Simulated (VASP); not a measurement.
Here is a VASP 6.6.1 calculation.

File INCAR:

```
SYSTEM = Co
PREC = Accurate
ENCUT = 520
EDIFF = 1E-6
ISMEAR = -1
SIGMA = 0.05
LREAL = .FALSE.
LASPH = .TRUE.
NELM = 150
ALGO = Normal
ISIF = 2
LWAVE = .FALSE.
LCHARG = .FALSE.
ISPIN = 2
MAGMOM = -1.729 -1.729
LORBIT = 11
LMAXMIX = 4
GGA = RP
NBANDS = 20
```

File KPOINTS:

```
regular mesh
0
G
  23 23 13
  0 0 0
```

The input POSCAR:

```
Co
1.0
    2.6162309290      0.0000000000      0.0000000000
   -1.3081154645      2.2657224467      0.0000000000
    0.0000000000      0.0000000000      4.2261049717
Co
2
Direct
    0.3333333333      0.6666666667      0.2500000000
    0.6666666667      0.3333333333      0.7500000000
```

Potentials or basis: VASP PAW PBE potentials, release 64 (Co).

The run is started by

```console
$ cat potpaw_PBE.64/Co/POTCAR > POTCAR
$ mpirun -np 1 vasp_std > vasp.out
```

**Question.** Predict the site moments.

**Answer.** Co -1.77 μB.

**Question.** Estimate the net moment.

**Answer.** -3.43 μB per cell.

**Question.** Predict the pressure.

**Answer.** -16.8 GPa.

Stress tensor (GPa, compression positive):
```
-17.01   0.00   0.00
  0.00 -17.01   0.00
  0.00   0.00 -16.48
```

Caveat: the PAW data sets were made with another functional, which shifts forces and pressure a little.
